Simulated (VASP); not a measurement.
# AlN (F-43m) in VASP: a series of runs

AlN is run at these levels: PBE; tasks: single point.

All numbers are computed with VASP 6.6.1; they aren't measurements. Logs are shortened: lines on timing, memory, paths and dates and some standing lists are left out, and cuts for length are marked.

## Step 1: The cell of the first run

The structure is cubic, space group F-43m (No. 216). Conventional cell: a = 4.183 Å, b = 4.183 Å, c = 4.183 Å, α = 90.00°, β = 90.00°, γ = 90.00°. Within 2.4 Å of Al (site symmetry -43m) lie 4 N at 1.81 Å. Within 2.4 Å of N (site symmetry -43m) lie 4 Al at 1.81 Å.

## Step 2: Single point, PBE

File INCAR:

```
  PREC = Accurate
  ENCUT = 520
  EDIFF = 1E-7
  ISMEAR = 0
  SIGMA = 0.02
  LREAL = F
  LASPH = T
  NELM = 100
  ALGO = Normal
  ISIF = 2
  LWAVE = F
  LCHARG = F
  GGA = PE
  NBANDS = 11
```

File KPOINTS:

```
regular mesh
0
Gamma
  10 10 10
```

File POSCAR:

```
AlN
1.0
    0.0000000000      2.0913181599      2.0913181599
    2.0913181599      0.0000000000      2.0913181599
    2.0913181599      2.0913181599      0.0000000000
Al N
1 1
Direct
    0.0000000000      0.0000000000      0.0000000000
    0.7500000000      0.7500000000      0.7500000000
```

Potentials or basis: VASP PAW PBE potentials, release 64 (Al, N).

Started as:

```bash
$ cat potpaw_PBE.64/Al/POTCAR potpaw_PBE.64/N/POTCAR > POTCAR
$ mpirun -np 1 vasp_std > vasp.out
```

OUTCAR:

```text
PREC = Accurate
   ENCUT = 520
   EDIFF = 1E-7
   ISMEAR = 0
   LREAL = F
   LASPH = T
   NELM = 100
   ISIF = 2
   GGA = PE

 ion  position               nearest neighbor table
   1  0.000  0.000  0.000-   2 1.81   2 1.81   2 1.81   2 1.81
   2  0.750  0.750  0.750-   1 1.81   1 1.81   1 1.81   1 1.81

  LATTYP: Found a face centered cubic cell.
 ALAT       =     4.1826363198

  Lattice vectors:

 A1 = (   0.0000000000,   2.0913181599,   2.0913181599)
 A2 = (   2.0913181599,   0.0000000000,   2.0913181599)
 A3 = (   2.0913181599,   2.0913181599,   0.0000000000)

Analysis of symmetry for initial positions (statically):
=====================================================================
 Subroutine PRICEL returns:
 Original cell was already a primitive cell.

 Routine SETGRP: Setting up the symmetry group for a
 face centered cubic supercell.

 Subroutine GETGRP returns: Found 24 space group operations
 (whereof 24 operations were pure point group operations)
 out of a pool of 48 trial point group operations.

The static configuration has the point symmetry T_d .

Analysis of symmetry for dynamics (positions and initial velocities):
=====================================================================
 Subroutine PRICEL returns:
 Original cell was already a primitive cell.

 Routine SETGRP: Setting up the symmetry group for a
 face centered cubic supercell.

 Subroutine GETGRP returns: Found 24 space group operations
 (whereof 24 operations were pure point group operations)
 out of a pool of 48 trial point group operations.

The dynamic configuration has the point symmetry T_d .

 Subroutine INISYM returns: Found 24 space group operations
 (whereof 24 operations are pure point group operations),
 and found     1 'primitive' translations

----------------------------------------------------------------------------------------

                                     Primitive cell

  volume of cell :      18.2932

  direct lattice vectors                    reciprocal lattice vectors
     0.000000000  2.091318160  2.091318160    -0.239083660  0.239083660  0.239083660
     2.091318160  0.000000000  2.091318160     0.239083660 -0.239083660  0.239083660
     2.091318160  2.091318160  0.000000000     0.239083660  0.239083660 -0.239083660

  length of vectors
     2.957570505  2.957570505  2.957570505     0.414105046  0.414105046  0.414105046

  position of ions in fractional coordinates (direct lattice)
     0.000000000  0.000000000  0.000000000
     0.750000000  0.750000000  0.750000000

  ion indices of the primitive-cell ions
   primitive index   ion index
                 1           1
[... 85 lines left out ...]
   NUPDOWN=      -1.0000    fix difference up-down
   EMIN   =  10.00;   EMAX   =-10.00  energy-range for DOS
   EFERMI =   0.00;   METHOD = LEGACY
   ISMEAR =     0;   SIGMA  =   0.02  broadening in eV -4-tet -1-fermi 0-gaus
   EFERMI_NEDOS =   21; number of points for ismear=-14 and -15
   IALGO  =     38    algorithm
   IMIX   =      4    mixing-type and parameters
     AMIX     =   0.40;   BMIX     =  1.00
     AMIX_MAG =   1.60;   BMIX_MAG =  1.00
  volume/ion in A,a.u.               =       9.15        61.72
  Fermi-wavevector in a.u.,A,eV,Ry     =   1.242629  2.348228 21.009111  1.544126
  Thomas-Fermi vector in A             =   2.376975
   LORBIT       =      0    0 simple, 1 ext, 2 COOP (PROOUT), +10 PAW based schemes
   GGA     = PE    functional components
   LHFCALC =     F    Hartree Fock is set to
   AEXX    =    0.0000 exact exchange contribution
   IVDW    =     0    specifies the selected vdW correction
   LEPSILON=     F    determine dielectric tensor
   LRPA    =     F    only Hartree local field effects (RPA)
 non-spin polarized calculation
 Gauss-broadening in eV      SIGMA  =   0.02
  energy-cutoff  :      520.00
  volume of cell :       18.29
 maximum number of plane-waves:       531
 NGX is ok and might be reduce to    24
   NGX = 11   NGY = 11   NGZ = 11

 number of electron       8.0000001 magnetization

 Free energy of the ion-electron system (eV)
  ---------------------------------------------------
  ext. energy  EPLUGINS =         0.00000000
  ---------------------------------------------------
  free energy    TOTEN  =       -14.51357650 eV

  energy without entropy =      -14.51357650  energy(sigma->0) =      -14.51357650

 E-fermi :   7.4688     XC(G=0): -11.5145

 val. band max:        7.2651887170   @ k =   0.0000   0.0000   0.0000
 cond. band min:      10.6391131159   @ k =   0.5000   0.5000   0.0000
 fundamental gap:      3.3739243989
 Fermi energy:         7.4688393407

 k-point     1 :       0.0000    0.0000    0.0000
  band No.  band energies     occupation
      1      -8.5072      2.00000
      2       7.2652      2.00000
      3       7.2652      2.00000
      4       7.2652      2.00000
      5      12.6660      0.00000
      6      21.1713      0.00000
      7      21.1713      0.00000
      8      21.1713      0.00000
      9      26.0263      0.00000
     10      26.0263      0.00000
     11      27.7110      0.00000
[... 309 lines left out ...]
 k-point    24 :       0.4000    0.3000    0.0000
  band No.  band energies     occupation
      1      -6.1272      2.00000
      2       2.8401      2.00000
      3       5.4287      2.00000
      4       5.7587      2.00000
      5      12.4641      0.00000
      6      17.6536      0.00000
      7      21.2343      0.00000
      8      23.3351      0.00000
      9      23.9654      0.00000
     10      30.1324      0.00000
     11      33.0675      0.00000

 [... further k-points ...]

------------------------ aborting loop because EDIFF is reached ----------------------------------------

  FORCE on cell =-STRESS in cart. coord.  units (eV):
  Direction    XX          YY          ZZ          XY          YZ          ZX
  --------------------------------------------------------------------------------------
  -------------------------------------------------------------------------------------
  Total        4.5603310      4.5603310      4.5603310     -0.0000000      0.0000000     -0.0000000
  in kB      399.4078787    399.4078787    399.4078787     -0.0000000      0.0000000     -0.0000000
  external PRESSURE =     399.4078787 kB  Pullay stress =       0.0000000 kB

 VOLUME and BASIS-vectors are now :
 -----------------------------------------------------------------------------
  energy-cutoff  :      520.00
  volume of cell :       18.29
      direct lattice vectors                 reciprocal lattice vectors
     0.000000000  2.091318160  2.091318160    -0.239083660  0.239083660  0.239083660
     2.091318160  0.000000000  2.091318160     0.239083660 -0.239083660  0.239083660
     2.091318160  2.091318160  0.000000000     0.239083660  0.239083660 -0.239083660

 POSITION                                       TOTAL-FORCE (eV/Angst)
 -----------------------------------------------------------------------------------
      0.00000      0.00000      0.00000         0.000000     -0.000000     -0.000000
      3.13698      3.13698      3.13698        -0.000000      0.000000      0.000000
 -----------------------------------------------------------------------------------
    total drift:                               -0.000000     -0.000000     -0.000000

  FREE ENERGIE OF THE ION-ELECTRON SYSTEM (eV)
  ---------------------------------------------------
  free  energy   TOTEN  =       -14.5135765035 eV

  energy  without entropy=      -14.5135765035  energy(sigma->0) =      -14.51357650
```

OSZICAR:

```text
N       E                     dE             d eps       ncg     rms          rms(c)
DAV:   1     0.122986167642E+02    0.12299E+02   -0.40459E+03  1034   0.617E+02
DAV:   2    -0.162944485679E+02   -0.28593E+02   -0.27513E+02  1210   0.145E+02
DAV:   3    -0.171771895668E+02   -0.88274E+00   -0.88173E+00  1287   0.241E+01
DAV:   4    -0.171815311392E+02   -0.43416E-02   -0.43413E-02  1169   0.183E+00
DAV:   5    -0.171815793248E+02   -0.48186E-04   -0.48185E-04  1274   0.182E-01    0.934E+00
DAV:   6    -0.145429086642E+02    0.26387E+01   -0.11575E+01  1202   0.179E+01    0.307E+00
DAV:   7    -0.145204676252E+02    0.22441E-01   -0.27286E-01  1178   0.371E+00    0.226E+00
DAV:   8    -0.145147317920E+02    0.57358E-02   -0.25592E-02  1145   0.149E+00    0.567E-01
DAV:   9    -0.145135334938E+02    0.11983E-02   -0.34779E-03  1241   0.358E-01    0.244E-01
DAV:  10    -0.145135635643E+02   -0.30071E-04   -0.29642E-04  1139   0.115E-01    0.359E-02
DAV:  11    -0.145135763069E+02   -0.12743E-04   -0.11516E-05  1199   0.269E-02    0.116E-02
DAV:  12    -0.145135765101E+02   -0.20319E-06   -0.19621E-07  1214   0.340E-03    0.193E-03
DAV:  13    -0.145135765035E+02    0.66017E-08   -0.28656E-07  1154   0.333E-03
   1 F= -.14513577E+02 E0= -.14513577E+02  d E =-.316925E-49
```

Wall time 7.1 s (1 thread of Intel Xeon Platinum 8259CL at 2.50GHz (Skylake/Cascade Lake), shared host); peak memory 0.13 GiB.

Results:

| Property | Result |
| --- | --- |
| Free energy | -14.5136 eV |
| Pressure | 39.9 GPa |
| Band gap on the k mesh | 3.37 eV (least direct gap 5.28 eV) |

Caveat: the cell stands under pressure. A k mesh can miss the band edges.

## Step 3: Single point, PBE

This run uses another cell than the first one, of 9.78 Å³/atom.

File INCAR:

```
PREC = Accurate ; ENCUT = 520
EDIFF = 1E-6 ; ISMEAR = 0
SIGMA = 0.02 ; LREAL = False
LASPH = True ; NELM = 60
ALGO = Normal ; ISIF = 2
LWAVE = False ; LCHARG = False
GGA = PE ; NBANDS = 11
```

KPOINTS is that of step 2.

File POSCAR:

```
AlN
1.0
    0.0000000000      2.1382563756      2.1382563756
    2.1382563756      0.0000000000      2.1382563756
    2.1382563756      2.1382563756      0.0000000000
Al N
1 1
Direct
    0.0000000000      0.0000000000      0.0000000000
    0.7500000000      0.7500000000      0.7500000000
```

Potentials or basis: VASP PAW PBE potentials, release 64 (Al, N).

Started as:

```bash
$ cat potpaw_PBE.64/Al/POTCAR potpaw_PBE.64/N/POTCAR > POTCAR
$ mpirun -np 1 vasp_std > vasp.out
```

Wall time 6.7 s (1 thread of Intel Xeon Platinum 8259CL at 2.50GHz (Skylake/Cascade Lake), shared host); peak memory 0.13 GiB.

It converged, with:

```
Free energy            : -14.7452 eV
Pressure               : 19.8 GPa
Band gap on the k mesh : 3.35 eV (least direct gap 4.77 eV)
```

Levels at points of the mesh, in eV from the valence-band top:
| k point | band 2 | band 3 | band 4 | band 5 | band 6 | band 7 |
| --- | --- | --- | --- | --- | --- | --- |
| (0.00, 0.00, 0.00) | 0.00 | 0.00 | 0.00 | 4.77 | 13.20 | 13.20 |
| (0.50, 0.00, 0.00) | -6.13 | -0.49 | -0.49 | 7.97 | 10.31 | 11.55 |
| (0.50, 0.50, 0.00) | -5.10 | -1.84 | -1.84 | 3.35 | 9.00 | 14.85 |

Caveat: the cell stands under pressure. A k mesh can miss the band edges.

## Step 4: Single point, PBE

This run uses another cell than the first one, of 9.78 Å³/atom.

File INCAR:

```
SYSTEM = AlN
PREC = Accurate
ENCUT = 520
EDIFF = 1E-6
ISMEAR = 0
SIGMA = 0.02
LREAL = .FALSE.
LASPH = .TRUE.
NELM = 60
ALGO = Normal
ISIF = 2
LWAVE = .FALSE.
LCHARG = .FALSE.
GGA = PE
NBANDS = 11
```

File KPOINTS:

```
Automatic mesh
0
G
  10 10 10
  0 0 0
```

POSCAR is that of step 3.

Started as:

```bash
$ cat potpaw_PBE.64/Al/POTCAR potpaw_PBE.64/N/POTCAR > POTCAR
$ mpirun -np 1 vasp_std > vasp.out
```

Wall time 6.6 s (1 thread of Intel Xeon Platinum 8259CL at 2.50GHz (Skylake/Cascade Lake), shared host); peak memory 0.13 GiB.

It converged, with:

```
Free energy            : -14.7452 eV
Pressure               : 19.8 GPa
Band gap on the k mesh : 3.35 eV (least direct gap 4.77 eV)
```

Levels at points of the mesh, in eV from the valence-band top:
```tsv
k point	band 1	band 2	band 3	band 4	band 5	band 6	band 7	band 8
(0.00, 0.00, 0.00)	-15.36	0.00	0.00	0.00	4.77	13.20	13.20	13.20
(0.50, 0.00, 0.00)	-13.12	-6.13	-0.49	-0.49	7.97	10.31	11.55	11.55
(0.50, 0.50, 0.00)	-12.42	-5.10	-1.84	-1.84	3.35	9.00	14.85	16.54
```

Caveat: the cell stands under pressure.

## Step 5: Single point, PBE

This run uses another cell than the first one, of 10.56 Å³/atom.

INCAR is that of step 4.

KPOINTS is that of step 4.

File POSCAR:

```
AlN
1.0
    0.0000000000      2.1939271020      2.1939271020
    2.1939271020      0.0000000000      2.1939271020
    2.1939271020      2.1939271020      0.0000000000
Al N
1 1
Direct
    0.0000000000      0.0000000000      0.0000000000
    0.7500000000      0.7500000000      0.7500000000
```

Started as:

```bash
$ cat potpaw_PBE.64/Al/POTCAR potpaw_PBE.64/N/POTCAR > POTCAR
$ mpirun -np 1 vasp_std > vasp.out
```

It took 6.9 s on 1 thread of Intel Xeon Platinum 8259CL at 2.50GHz (Skylake/Cascade Lake), shared host; peak memory 0.13 GiB.

It converged, with:

* Free energy: -14.8463 eV
* Pressure: 1.8 GPa
* Band gap on the k mesh: 3.31 eV (least direct gap 4.08 eV)

Levels at points of the mesh, in eV from the valence-band top:
| k point | band 1 | band 2 | band 3 | band 4 | band 5 | band 6 | band 7 | band 8 | band 9 |
| --- | --- | --- | --- | --- | --- | --- | --- | --- | --- |
| (0.00, 0.00, 0.00) | -14.90 | 0.00 | 0.00 | 0.00 | 4.08 | 12.43 | 12.43 | 12.43 | 17.58 |
| (0.50, 0.00, 0.00) | -12.89 | -5.80 | -0.48 | -0.48 | 7.26 | 9.77 | 11.06 | 11.06 | 17.81 |
| (0.50, 0.50, 0.00) | -12.27 | -4.86 | -1.76 | -1.76 | 3.31 | 8.53 | 13.77 | 15.56 | 15.56 |

## Step 6: Single point, PBE

This run uses another cell than the first one, of 10.56 Å³/atom.

File INCAR:

```
  ALGO = Normal
  EDIFF = 1E-6
  ENCUT = 520
  GGA = PE
  ISIF = 2
  ISMEAR = 0
  LASPH = True
  LCHARG = True
  LELF = True
  LREAL = False
  LVHAR = True
  LWAVE = False
  NBANDS = 11
  NELM = 60
  PREC = Accurate
  SIGMA = 0.02
```

File KPOINTS:

```
k-points
0
Gamma
  10 10 10
```

POSCAR is that of step 5.

Potentials or basis: VASP PAW PBE potentials, release 64 (Al, N).

Started as:

```bash
$ cat potpaw_PBE.64/Al/POTCAR potpaw_PBE.64/N/POTCAR > POTCAR
$ mpirun -np 1 vasp_std > vasp.out
```

Wall time 6.8 s (1 thread of Intel Xeon Platinum 8259CL at 2.50GHz (Skylake/Cascade Lake), shared host); peak memory 0.13 GiB.

Results (log left out):

* Free energy: -14.8463 eV
* Pressure: 1.8 GPa
* Band gap on the k mesh: 3.31 eV (least direct gap 4.08 eV)

Levels at points of the mesh, in eV from the valence-band top:
```csv
k point,band 1,band 2,band 3,band 4,band 5,band 6,band 7,band 8
"(0.00, 0.00, 0.00)",-14.90,0.00,0.00,0.00,4.08,12.43,12.43,12.43
"(0.50, 0.00, 0.00)",-12.89,-5.80,-0.48,-0.48,7.26,9.77,11.06,11.06
"(0.50, 0.50, 0.00)",-12.27,-4.86,-1.76,-1.76,3.31,8.53,13.77,15.56
```

A k mesh can miss the band edges.

## Step 7: Summary

```csv
cell,gap on the mesh (eV),pressure (GPa)
"a = 2.958 Å, angles 60.0°, 2 atoms",3.37,39.9
"a = 3.024 Å, angles 60.0°, 2 atoms",3.35,19.8
"a = 3.103 Å, angles 60.0°, 2 atoms",3.31,1.8
```

Alike in all rows: task single point; level PBE; potentials or basis VASP PAW PBE potentials, release 64 (Al, N); no spin polarisation; k mesh 10 × 10 × 10; cutoff (eV) 520; smearing gaussian 0.02 eV.

Caveats: the cell stands under pressure (at least some runs).

Total energies depend on the potentials used, so only differences within one code and one set of settings carry meaning.
